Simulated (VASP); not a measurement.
# Ge in VASP: notebook, part 2 of 2

VASP 6.6.1. Earlier steps stand in the parts before.

## 3. Single point, LDA

File INCAR:

```
ALGO = Normal ; DIPOL = 0.5 0.5 0.500
EDIFF = 1E-6 ; ENCUT = 520
IDIPOL = 3 ; ISIF = 2
ISMEAR = 0 ; LASPH = T
LCHARG = F ; LDIPOL = T
LREAL = F ; LWAVE = F
NBANDS = 21 ; NELM = 100
PREC = Accurate ; SIGMA = 0.1
```

File KPOINTS:

```
k-points
0
Gamma
  12 12 1
```

File POSCAR:

```
Ge
1.0
    4.1490000000      0.0000000000      0.0000000000
   -2.0745000000      3.5931394003      0.0000000000
    0.0000000000      0.0000000000     28.0000000000
Ge
2
Direct
    0.3333333333      0.6666666667      0.5076607143
    0.6666666667      0.3333333333      0.4923392857
```

Potentials or basis: VASP PAW LDA potentials, release 64 (Ge_d).

Run with:

```console
$ cat potpaw_LDA.64/Ge_d/POTCAR > POTCAR
$ mpirun -np 1 vasp_std > vasp.out
```

OUTCAR:

```text
EDIFF = 1E-6
   ENCUT = 520
   ISIF = 2
   ISMEAR = 0
   LASPH = T
   LREAL = F
   NELM = 100
   PREC = Accurate

 ion  position               nearest neighbor table
   1  0.333  0.667  0.508-   2 2.43   2 2.43   2 2.43
   2  0.667  0.333  0.492-   1 2.43   1 2.43   1 2.43

  LATTYP: Found a hexagonal cell.
 ALAT       =     4.1490000000
 C/A-ratio  =     6.7486141239

  Lattice vectors:

 A1 = (   4.1490000000,   0.0000000000,   0.0000000000)
 A2 = (  -2.0745000000,   3.5931394003,   0.0000000000)
 A3 = (   0.0000000000,   0.0000000000,  28.0000000000)

Analysis of symmetry for initial positions (statically):
=====================================================================
 Subroutine PRICEL returns:
 Original cell was already a primitive cell.

 Routine SETGRP: Setting up the symmetry group for a
 hexagonal supercell.

 Subroutine GETGRP returns: Found 12 space group operations
 (whereof 12 operations were pure point group operations)
 out of a pool of 24 trial point group operations.

The static configuration has the point symmetry D_3d.

Analysis of symmetry for dynamics (positions and initial velocities):
=====================================================================
 Subroutine PRICEL returns:
 Original cell was already a primitive cell.

 Routine SETGRP: Setting up the symmetry group for a
 hexagonal supercell.

 Subroutine GETGRP returns: Found 12 space group operations
 (whereof 12 operations were pure point group operations)
 out of a pool of 24 trial point group operations.

The dynamic configuration has the point symmetry D_3d.

 Subroutine INISYM returns: Found 12 space group operations
 (whereof 12 operations are pure point group operations),
 and found     1 'primitive' translations

----------------------------------------------------------------------------------------

                                     Primitive cell

  volume of cell :     417.4222

  direct lattice vectors                    reciprocal lattice vectors
     4.149000000  0.000000000  0.000000000     0.241021933  0.139154078  0.000000000
    -2.074500000  3.593139400  0.000000000     0.000000000  0.278308156  0.000000000
     0.000000000  0.000000000 28.000000000     0.000000000  0.000000000  0.035714286

  length of vectors
     4.149000000  4.149000000 28.000000000     0.278308156  0.278308156  0.035714286

  position of ions in fractional coordinates (direct lattice)
     0.333333333  0.666666667  0.507660714
     0.666666667  0.333333333  0.492339286

  ion indices of the primitive-cell ions
   primitive index   ion index
                 1           1
                 2           2

----------------------------------------------------------------------------------------

 KPOINTS: k-points

Automatic generation of k-mesh.
 Grid dimensions read from file:
 generate k-points for:   12   12    1

 Generating k-lattice:

  Cartesian coordinates                     Fractional coordinates (reciprocal lattice)
     0.020085161  0.011596173  0.000000000     0.083333333  0.000000000  0.000000000
     0.000000000  0.023192346  0.000000000     0.000000000  0.083333333  0.000000000
     0.000000000  0.000000000  0.035714286     0.000000000  0.000000000  1.000000000

  Length of vectors
     0.023192346  0.023192346  0.035714286

  Shift w.r.t. Gamma in fractional coordinates (k-lattice)
     0.000000000  0.000000000  0.000000000

 Subroutine IBZKPT returns following result:
 ===========================================

 Found     19 irreducible k-points:

 Following reciprocal coordinates:
            Coordinates               Weight
  0.000000  0.000000  0.000000      1.000000
  0.083333  0.000000  0.000000      6.000000
  0.166667  0.000000  0.000000      6.000000
  0.250000 -0.000000  0.000000      6.000000
  0.333333  0.000000  0.000000      6.000000
  0.416667  0.000000  0.000000      6.000000
[... 11 lines left out ...]
  0.333333  0.250000  0.000000     12.000000
  0.333333  0.333333  0.000000      2.000000
   k-points           NKPTS =     19   k-points in BZ     NKDIM =     19   number of bands    NBANDS=     21
   number of dos      NEDOS =    301   number of ions     NIONS =      2
   total plane-waves  NPLWV = 215040
   dimension x,y,z NGX =    32 NGY =   32 NGZ =  210
   dimension x,y,z NGXF=    64 NGYF=   64 NGZF=  420
   ions per type =               2
   NGX,Y,Z   is equivalent  to a cutoff of  12.82, 12.82, 12.47 a.u.
   NGXF,Y,Z  is equivalent  to a cutoff of  25.64, 25.64, 24.94 a.u.
 SYSTEM =  unknown system
   PREC   = accura    normal or accurate (medium, high low for compatibility)
   ISTART =      0    job   : 0-new  1-cont  2-samecut
   ICHARG =      2    charge: 1-file 2-atom 10-const
   ISPIN  =      1    spin polarized calculation?
   LNONCOLLINEAR =      F non collinear calculations
   LSORBIT =      F    spin-orbit coupling
   LASPH  =      T    aspherical Exc in radial PAW
   ENCUT  =  520.0 eV  38.22 Ry    6.18 a.u.   7.71  7.71 52.06*2*pi/ulx,y,z
   NELM   =    100;   NELMIN=  2; NELMDL= -5     # of ELM steps
   EDIFF  = 0.1E-05   stopping-criterion for ELM
   LREAL  =      F    real-space projection
   EDIFFG = 0.1E-04   stopping-criterion for IOM
   NSW    =      0    number of steps for IOM
   IBRION =     -1    ionic relax: 0-MD 1-quasi-New 2-CG
   NFREE  =      0    steps in history (QN), initial steepest desc. (CG)
   ISIF   =      2    stress and relaxation
   ISYM   =      2    0-nonsym 1-usesym 2-fastsym
   POTIM  = 0.5000    time-step for ionic-motion
   TEBEG  =    0.0;   TEEND  =   0.0 temperature during run
   PSTRESS=    0.0 pullay stress
   NELECT =      28.0000    total number of electrons
   NUPDOWN=      -1.0000    fix difference up-down
   EMIN   =  10.00;   EMAX   =-10.00  energy-range for DOS
   EFERMI =   0.00;   METHOD = LEGACY
   ISMEAR =     0;   SIGMA  =   0.10  broadening in eV -4-tet -1-fermi 0-gaus
   EFERMI_NEDOS =   21; number of points for ismear=-14 and -15
   IALGO  =     38    algorithm
   IMIX   =      4    mixing-type and parameters
     AMIX     =   0.40;   BMIX     =  1.00
     AMIX_MAG =   1.60;   BMIX_MAG =  1.00
  volume/ion in A,a.u.               =     208.71      1408.45
  Fermi-wavevector in a.u.,A,eV,Ry     =   0.665175  1.256998  6.019997  0.442457
  Thomas-Fermi vector in A             =   1.739089
   LORBIT       =      0    0 simple, 1 ext, 2 COOP (PROOUT), +10 PAW based schemes
   GGA     = CA    functional components
   LHFCALC =     F    Hartree Fock is set to
   AEXX    =    0.0000 exact exchange contribution
   IVDW    =     0    specifies the selected vdW correction
   LEPSILON=     F    determine dielectric tensor
   LRPA    =     F    only Hartree local field effects (RPA)
 non-spin polarized calculation
 Gauss-broadening in eV      SIGMA  =   0.10
  energy-cutoff  :      520.00
  volume of cell :      417.42
 maximum number of plane-waves:     11291
 NGX is ok and might be reduce to    32
   NGX = 15   NGY = 15   NGZ =105

 number of electron      28.0000007 magnetization

 dipolmoment           0.000000      0.000000     -0.000000 electrons x Angstroem

 Free energy of the ion-electron system (eV)
  ---------------------------------------------------
  ext. energy  EPLUGINS =         0.00000000
  ---------------------------------------------------
  free energy    TOTEN  =        -8.99917006 eV

  energy without entropy =       -8.99754284  energy(sigma->0) =       -8.99835645

 E-fermi :  -3.7101     XC(G=0):  -1.6481

 val. band max:       -4.1561195373   @ k =   0.3333   0.2500   0.0000
 cond. band min:      -3.6432931493   @ k =   0.3333   0.3333   0.0000
 fundamental gap:      0.5128263880
 Fermi energy:        -3.7100685227

 k-point     1 :       0.0000    0.0000    0.0000
  band No.  band energies     occupation
      1     -28.7085      2.00000
      2     -28.7085      2.00000
      3     -28.7051      2.00000
      4     -28.6760      2.00000
      5     -28.6760      2.00000
      6     -28.5532      2.00000
[... 13 lines left out ...]
     20       1.0308      0.00000
     21       1.3509      0.00000
[... 409 lines left out ...]
 k-point    19 :       0.3333    0.3333    0.0000
  band No.  band energies     occupation
      1     -28.8050      2.00000
      2     -28.7287      2.00000
      3     -28.7287      2.00000
      4     -28.6626      2.00000
      5     -28.6001      2.00000
      6     -28.6001      2.00000
[... 13 lines left out ...]
     20       3.1496      0.00000
     21       3.1496      0.00000

------------------------ aborting loop because EDIFF is reached ----------------------------------------

 vacuum level on the upper side and lower side of the slab       (xc-potential included)        -0.006        -0.006

  FORCE on cell =-STRESS in cart. coord.  units (eV):
  Direction    XX          YY          ZZ          XY          YZ          ZX
  --------------------------------------------------------------------------------------
  -------------------------------------------------------------------------------------
  Total       -2.4553054     -2.4553054      0.1356809     -0.0000000     -0.0000000      0.0000000
  in kB       -9.4241150     -9.4241150      0.5207795     -0.0000000     -0.0000000      0.0000000
  external PRESSURE =      -6.1091501 kB  Pullay stress =       0.0000000 kB

 VOLUME and BASIS-vectors are now :
 -----------------------------------------------------------------------------
  energy-cutoff  :      520.00
  volume of cell :      417.42
      direct lattice vectors                 reciprocal lattice vectors
     4.149000000  0.000000000  0.000000000     0.241021933  0.139154078  0.000000000
    -2.074500000  3.593139400  0.000000000     0.000000000  0.278308156  0.000000000
     0.000000000  0.000000000 28.000000000     0.000000000  0.000000000  0.035714286

 POSITION                                       TOTAL-FORCE (eV/Angst)
 -----------------------------------------------------------------------------------
     -0.00000      2.39543     14.21450         0.000000     -0.000000      0.349293
      2.07450      1.19771     13.78550        -0.000000      0.000000     -0.349293
 -----------------------------------------------------------------------------------
    total drift:                                0.000000      0.000000     -0.000000

  FREE ENERGIE OF THE ION-ELECTRON SYSTEM (eV)
  ---------------------------------------------------
  free  energy   TOTEN  =        -8.9991700650 eV

  energy  without entropy=       -8.9975428366  energy(sigma->0) =       -8.99835645

 vacuum level on the upper side and lower side of the slab         1.030         1.030
```

Wall time 3.2 min (1 thread of Intel Xeon 6975P-C, shared host); peak memory 0.42 GiB.

Results:

```yaml
Free_energy: -8.9992 eV
Largest_force: 0.349 eV/Å
Band_gap_on_the_k_mesh: zero (band 14 reaches -3.64 eV, above the bottom of band 15 at -4.67 eV)
```

Forces on the atoms (eV/Å):
```
Ge   0.000  0.000  0.349
Ge   0.000  0.000 -0.349
```

## 4. Single point, LDA

File INCAR:

```
PREC = Accurate
ENCUT = 520
EDIFF = 1E-6
ISMEAR = 0
SIGMA = 0.1
LREAL = F
LASPH = T
NELM = 100
ALGO = Normal
ISIF = 2
LWAVE = F
LCHARG = F
LDIPOL = T
IDIPOL = 3
DIPOL = 0.5 0.5 0.500
NBANDS = 21
```

File KPOINTS:

```
regular mesh
0
Gamma
  12 12 1
```

File POSCAR:

```
Ge
1.0
    4.1490000000      0.0000000000      0.0000000000
   -2.0745000000      3.5931394003      0.0000000000
    0.0000000000      0.0000000000     28.0000000000
Ge
2
Direct
    0.3333333333      0.6666666667      0.5127500000
    0.6666666667      0.3333333333      0.4872500000
```

Run with:

```console
$ cat potpaw_LDA.64/Ge_d/POTCAR > POTCAR
$ mpirun -np 1 vasp_std > vasp.out
```

Run time: 2.9 min. Hardware: 1 thread of Intel Xeon 6975P-C, shared host; peak memory 0.42 GiB.

Results (log left out):

| Quantity | Value |
| --- | --- |
| Free energy | -8.9940 eV |
| Largest force | 0.488 eV/Å |
| Band gap on the k mesh | zero (filled and empty bands touch) |

Forces on the atoms (eV/Å):
```
Ge   0.000  0.000 -0.488
Ge   0.000  0.000  0.488
```

Levels at points of the mesh, in eV from the Fermi level:
```tsv
k point	band 11	band 12	band 13	band 14	band 15	band 16	band 17	band 18
(0.00, 0.00, 0.00)	-10.88	-3.60	-0.45	-0.45	0.06	2.31	3.70	3.70
(0.50, 0.00, 0.00)	-9.02	-7.25	-1.84	-1.13	0.67	1.50	5.34	6.34
```

## 5. Single point, LDA

File INCAR:

```
  PREC = Accurate
  ENCUT = 520
  EDIFF = 1E-7
  ISMEAR = 0
  SIGMA = 0.1
  LREAL = False
  LASPH = True
  NELM = 80
  ALGO = Normal
  ISIF = 2
  LWAVE = False
  LCHARG = True
  LDIPOL = True
  IDIPOL = 3
  DIPOL = 0.5 0.5 0.500
  GGA = CA
  LELF = True
  LVHAR = True
  LVACPOTAV = True
  NBANDS = 21
```

File KPOINTS:

```
Automatic mesh
0
Gamma
  12 12 1
```

File POSCAR:

```
Ge
1.0
    4.1490000000      0.0000000000      0.0000000000
   -2.0745000000      3.5931394003      0.0000000000
    0.0000000000      0.0000000000     28.0000000000
Ge
2
Direct
    0.3333333333      0.6666666667      0.5178571429
    0.6666666667      0.3333333333      0.4821428571
```

Run with:

```console
$ cat potpaw_LDA.64/Ge_d/POTCAR > POTCAR
$ mpirun -np 1 vasp_std > vasp.out
```

It took 4 min on 1 thread of Intel Xeon 6975P-C, shared host; peak memory 0.43 GiB.

The run converged. Its results:

```yaml
Free_energy: -8.6759 eV
Largest_force: 1.702 eV/Å
Band_gap_on_the_k_mesh: zero (band 14 reaches -3.45 eV, above the bottom of band 15 at -3.88 eV)
Work_function_of_the_upper_face: 4.52 eV
Work_function_of_the_lower_face: 4.52 eV
```

Forces on the atoms (eV/Å):
```
Ge   0.000  0.000 -1.702
Ge   0.000  0.000  1.702
```

Levels at points of the mesh, in eV from the Fermi level:
```
           k point  band 11  band 12  band 13  band 14  band 15  band 16  band 17  band 18
(0.00, 0.00, 0.00)   -10.43    -4.29     0.10     0.10     0.82     1.50     3.77     3.77
(0.50, 0.00, 0.00)    -8.62    -6.94    -1.46    -1.27     0.23     1.95     4.59     5.70
```
